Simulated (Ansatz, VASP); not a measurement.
**Two plane-wave programs on ZnO**

```
Zn O
1.0
     3.27948    0.00000    0.00000
    -1.63974    2.84011    0.00000
     0.00000    0.00000    5.29313
Zn O
2 2
Direct
  0.33333 0.66667 0.00150
  0.66667 0.33333 0.50150
  0.33333 0.66667 0.38060
  0.66667 0.33333 0.88060
```

Alike in both runs: task single point; functional PBE; k mesh 12 × 12 × 6; occupations gaussian, width 0.05 eV; no spin polarisation.

```csv
,VASP,Ansatz
version,VASP 6.6.1,Ansatz 0.2.0
potentials or method,"VASP PAW PBE potentials, release 64 (Zn, O), cutoff 520 eV","scalar-relativistic, plane waves, PAW"
valence electrons in the cell,36,36
```

```csv
,VASP,Ansatz,Ansatz less VASP
gap on the k mesh at the Fermi level (eV),0.73,0.74,+0.016
least direct gap on the mesh (eV),0.73,0.74,+0.016
pressure (GPa),0.9,0.0,-0.89
```
